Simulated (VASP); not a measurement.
# C (R-3m) in VASP: a series of runs, part 2 of 2

VASP 6.6.1. The steps go on from the part before.

## 6. Single point, PBEsol

This run uses another cell than the first one, of 5.10 Å³/atom.

The input, INCAR:

```
SYSTEM = C
PREC = Accurate ; ENCUT = 520
EDIFF = 1E-6 ; ISMEAR = 0
SIGMA = 0.05 ; LREAL = .False.
LASPH = .True. ; NELM = 100
ALGO = Normal ; ISIF = 2
LWAVE = .False. ; LCHARG = .False.
GGA = PS ; NBANDS = 31
```

The input, KPOINTS:

```
regular mesh
0
Gamma
  12 12 12
  0 0 0
```

The input, POSCAR:

```
C
1.0
    1.2283500000      0.7091882032      9.7660333333
   -1.2283500000      0.7091882032      9.7660333333
    0.0000000000     -1.4183764063      9.7660333333
C
10
Direct
    0.0248220069      0.0248220069      0.0248220069
    0.9751779931      0.9751779931      0.9751779931
    0.1086877374      0.1086877374      0.1086877374
    0.8913122626      0.8913122626      0.8913122626
    0.1583652898      0.1583652898      0.1583652898
    0.8416347102      0.8416347102      0.8416347102
    0.3748635523      0.3748635523      0.3748635523
    0.6251364477      0.6251364477      0.6251364477
    0.4253181912      0.4253181912      0.4253181912
    0.5746818088      0.5746818088      0.5746818088
```

Potentials or basis: VASP PAW PBE potentials, release 64 (C).

Command:

```bash
> cat potpaw_PBE.64/C/POTCAR > POTCAR
> mpirun -np 1 vasp_std > vasp.out
```

OUTCAR:

```text
SYSTEM = C
   PREC = Accurate
   ENCUT = 520
   EDIFF = 1E-6
   ISMEAR = 0
   LREAL = .False.
   LASPH = .True.
   NELM = 100
   ISIF = 2
   GGA = PS

 ion  position               nearest neighbor table
   1  0.025  0.025  0.025-   2 1.45   7 1.50   7 1.50   7 1.50
   2  0.975  0.975  0.975-   1 1.45   8 1.50   8 1.50   8 1.50
   3  0.109  0.109  0.109-   5 1.46   9 1.50   9 1.50   9 1.50
   4  0.891  0.891  0.891-   6 1.46  10 1.50  10 1.50  10 1.50
   5  0.158  0.158  0.158-   3 1.46   6 1.50   6 1.50   6 1.50
   6  0.842  0.842  0.842-   4 1.46   5 1.50   5 1.50   5 1.50
   7  0.375  0.375  0.375-   9 1.48   1 1.50   1 1.50   1 1.50
   8  0.625  0.625  0.625-  10 1.48   2 1.50   2 1.50   2 1.50
   9  0.425  0.425  0.425-   7 1.48   3 1.50   3 1.50   3 1.50
  10  0.575  0.575  0.575-   8 1.48   4 1.50   4 1.50   4 1.50

  LATTYP: Found a trigonal (rhomboedric) cell.
 ALAT       =     9.8684952600
 COS(alpha) =     0.9690135101

  Lattice vectors:

 A1 = (   1.2283500000,   0.7091882032,   9.7660333333)
 A2 = (  -1.2283500000,   0.7091882032,   9.7660333333)
 A3 = (   0.0000000000,  -1.4183764063,   9.7660333333)

Analysis of symmetry for initial positions (statically):
=====================================================================
 Subroutine PRICEL returns:
 Original cell was already a primitive cell.

 Routine SETGRP: Setting up the symmetry group for a
 trigonal (rhombohedral) supercell.

 Subroutine GETGRP returns: Found 12 space group operations
 (whereof 12 operations were pure point group operations)
 out of a pool of 12 trial point group operations.

The static configuration has the point symmetry D_3d.

Analysis of symmetry for dynamics (positions and initial velocities):
=====================================================================
 Subroutine PRICEL returns:
 Original cell was already a primitive cell.

 Routine SETGRP: Setting up the symmetry group for a
 trigonal (rhombohedral) supercell.

 Subroutine GETGRP returns: Found 12 space group operations
 (whereof 12 operations were pure point group operations)
 out of a pool of 12 trial point group operations.

The dynamic configuration has the point symmetry D_3d.

 Subroutine INISYM returns: Found 12 space group operations
 (whereof 12 operations are pure point group operations),
 and found     1 'primitive' translations

----------------------------------------------------------------------------------------

                                     Primitive cell

  volume of cell :      51.0450

  direct lattice vectors                    reciprocal lattice vectors
     1.228350000  0.709188203  9.766033333     0.407050108  0.235010489  0.034131906
    -1.228350000  0.709188203  9.766033333    -0.407050108  0.235010489  0.034131906
     0.000000000 -1.418376406  9.766033333     0.000000000 -0.470020979  0.034131906

  length of vectors
     9.868495260  9.868495260  9.868495260     0.471258642  0.471258642  0.471258642

  position of ions in fractional coordinates (direct lattice)
     0.024822007  0.024822007  0.024822007
     0.975177993  0.975177993  0.975177993
     0.108687737  0.108687737  0.108687737
     0.891312263  0.891312263  0.891312263
     0.158365290  0.158365290  0.158365290
[... 72 lines left out ...]
   k-points           NKPTS =    189   k-points in BZ     NKDIM =    189   number of bands    NBANDS=     31
   number of dos      NEDOS =    301   number of ions     NIONS =     10
   total plane-waves  NPLWV = 512000
   dimension x,y,z NGX =    80 NGY =   80 NGZ =   80
   dimension x,y,z NGXF=   160 NGYF=  160 NGZF=  160
   ions per type =              10
   NGX,Y,Z   is equivalent  to a cutoff of  13.48, 13.48, 13.48 a.u.
   NGXF,Y,Z  is equivalent  to a cutoff of  26.95, 26.95, 26.95 a.u.
 SYSTEM =  C
   PREC   = accura    normal or accurate (medium, high low for compatibility)
   ISTART =      0    job   : 0-new  1-cont  2-samecut
   ICHARG =      2    charge: 1-file 2-atom 10-const
   ISPIN  =      1    spin polarized calculation?
   LNONCOLLINEAR =      F non collinear calculations
   LSORBIT =      F    spin-orbit coupling
   LASPH  =      T    aspherical Exc in radial PAW
   ENCUT  =  520.0 eV  38.22 Ry    6.18 a.u.  18.35 18.35 18.35*2*pi/ulx,y,z
   NELM   =    100;   NELMIN=  2; NELMDL= -5     # of ELM steps
   EDIFF  = 0.1E-05   stopping-criterion for ELM
   LREAL  =      F    real-space projection
   EDIFFG = 0.1E-04   stopping-criterion for IOM
   NSW    =      0    number of steps for IOM
   IBRION =     -1    ionic relax: 0-MD 1-quasi-New 2-CG
   NFREE  =      0    steps in history (QN), initial steepest desc. (CG)
   ISIF   =      2    stress and relaxation
   ISYM   =      2    0-nonsym 1-usesym 2-fastsym
   POTIM  = 0.5000    time-step for ionic-motion
   TEBEG  =    0.0;   TEEND  =   0.0 temperature during run
   PSTRESS=    0.0 pullay stress
   NELECT =      40.0000    total number of electrons
   NUPDOWN=      -1.0000    fix difference up-down
   EMIN   =  10.00;   EMAX   =-10.00  energy-range for DOS
   EFERMI =   0.00;   METHOD = LEGACY
   ISMEAR =     0;   SIGMA  =   0.05  broadening in eV -4-tet -1-fermi 0-gaus
   EFERMI_NEDOS =   21; number of points for ismear=-14 and -15
   IALGO  =     38    algorithm
   IMIX   =      4    mixing-type and parameters
     AMIX     =   0.40;   BMIX     =  1.00
     AMIX_MAG =   1.60;   BMIX_MAG =  1.00
  volume/ion in A,a.u.               =       5.10        34.45
  Fermi-wavevector in a.u.,A,eV,Ry     =   1.509305  2.852174 30.994111  2.278003
  Thomas-Fermi vector in A             =   2.619645
   LORBIT       =      0    0 simple, 1 ext, 2 COOP (PROOUT), +10 PAW based schemes
   GGA     = PS    functional components
   LHFCALC =     F    Hartree Fock is set to
   AEXX    =    0.0000 exact exchange contribution
   IVDW    =     0    specifies the selected vdW correction
   LEPSILON=     F    determine dielectric tensor
   LRPA    =     F    only Hartree local field effects (RPA)
 non-spin polarized calculation
 Gauss-broadening in eV      SIGMA  =   0.05
  energy-cutoff  :      520.00
  volume of cell :       51.04
 maximum number of plane-waves:      1398
 NGX is ok and might be reduce to    80
   NGX = 37   NGY = 37   NGZ = 37

 number of electron      40.0000001 magnetization

 Free energy of the ion-electron system (eV)
  ---------------------------------------------------
  ext. energy  EPLUGINS =         0.00000000
  ---------------------------------------------------
  free energy    TOTEN  =       -95.17474273 eV

  energy without entropy =      -95.17474273  energy(sigma->0) =      -95.17474273

 E-fermi :  11.7087     XC(G=0): -13.9553

 val. band max:       11.4376118120   @ k =   0.0000   0.0000   0.0000
 cond. band min:      15.6252835167   @ k =   0.5000   0.5000   0.0000
 fundamental gap:      4.1876717047
 Fermi energy:        11.7086527165

 k-point     1 :       0.0000    0.0000    0.0000
  band No.  band energies     occupation
      1     -11.7128      2.00000
      2     -10.5129      2.00000
      3     -10.4475      2.00000
      4      -6.8798      2.00000
      5      -6.8577      2.00000
      6      -0.8759      2.00000
[... 805 lines left out ...]
     30      22.8994      0.00000
     31      23.2006      0.00000

 [... further k-points ...]

------------------------ aborting loop because EDIFF is reached ----------------------------------------

  FORCE on cell =-STRESS in cart. coord.  units (eV):
  Direction    XX          YY          ZZ          XY          YZ          ZX
  --------------------------------------------------------------------------------------
  -------------------------------------------------------------------------------------
  Total       11.1995155     11.1995155     28.8316436      0.0000000      0.0000000      0.0000000
  in kB      351.5254160    351.5254160    904.9548192      0.0000000      0.0000000      0.0000000
  external PRESSURE =     536.0018837 kB  Pullay stress =       0.0000000 kB

 VOLUME and BASIS-vectors are now :
 -----------------------------------------------------------------------------
  energy-cutoff  :      520.00
  volume of cell :       51.04
      direct lattice vectors                 reciprocal lattice vectors
     1.228350000  0.709188203  9.766033333     0.407050108  0.235010489  0.034131906
    -1.228350000  0.709188203  9.766033333    -0.407050108  0.235010489  0.034131906
     0.000000000 -1.418376406  9.766033333     0.000000000 -0.470020979  0.034131906

 POSITION                                       TOTAL-FORCE (eV/Angst)
 -----------------------------------------------------------------------------------
      0.00000      0.00000      0.72724         0.000000      0.000000      0.350126
      0.00000      0.00000     28.57086         0.000000     -0.000000     -0.350126
      0.00000      0.00000      3.18434         0.000000     -0.000000     -0.338647
      0.00000      0.00000     26.11376         0.000000      0.000000      0.338647
      0.00000      0.00000      4.63980         0.000000      0.000000      0.478464
      0.00000      0.00000     24.65830         0.000000     -0.000000     -0.478464
      0.00000      0.00000     10.98279         0.000000     -0.000000     -0.363936
      0.00000      0.00000     18.31531         0.000000      0.000000      0.363936
      0.00000      0.00000     12.46101         0.000000      0.000000      0.367786
      0.00000      0.00000     16.83709         0.000000     -0.000000     -0.367786
 -----------------------------------------------------------------------------------
    total drift:                                0.000000      0.000000     -0.000000

  FREE ENERGIE OF THE ION-ELECTRON SYSTEM (eV)
  ---------------------------------------------------
  free  energy   TOTEN  =       -95.1747427299 eV

  energy  without entropy=      -95.1747427299  energy(sigma->0) =      -95.17474273
```

It took 58 min on 1 thread of Intel Xeon Platinum 8259CL at 2.50GHz (Skylake/Cascade Lake), shared host; peak memory 0.94 GiB.

What came out:

| Item | Value |
| --- | --- |
| Free energy | -95.1747 eV |
| Pressure | 53.6 GPa |
| Largest force | 0.478 eV/Å |
| Band gap on the k mesh | 4.19 eV (least direct gap 5.11 eV) |

Forces in eV/Å, atoms in the order of the input:
```
C    0.000  0.000  0.350
C    0.000  0.000 -0.350
C    0.000  0.000 -0.339
C    0.000  0.000  0.339
C    0.000  0.000  0.478
C    0.000  0.000 -0.478
C    0.000  0.000 -0.364
C    0.000  0.000  0.364
C    0.000  0.000  0.368
C    0.000  0.000 -0.368
```

Caveat: the cell stands under pressure; the PAW data sets were made with another functional, which shifts forces and pressure a little.

## 7. The runs side by side

```tsv
cell	gap on the mesh (eV)	pressure (GPa)	largest force (eV/Å)
a = 9.603 Å, angles 15.2°, 10 atoms	3.22	39.9	1.49
a = 10.411 Å, angles 13.4°, 10 atoms	4.67	32.7	0.25
a = 9.873 Å, angles 14.6°, 10 atoms	3.81	30.9	0.68
a = 9.598 Å, angles 14.9°, 10 atoms	3.59	62.2	1.29
a = 9.868 Å, angles 14.3°, 10 atoms	4.19	53.6	0.48
```

Alike in all rows: task single point; level PBEsol; potentials or basis VASP PAW PBE potentials, release 64 (C); no spin polarisation; k mesh 12 × 12 × 12; cutoff (eV) 520; smearing gaussian 0.05 eV.

Caveats: the cell stands under pressure; the PAW data sets were made with another functional, which shifts forces and pressure a little.

Total energies depend on the potentials used, so only differences within one code and one set of settings carry meaning.
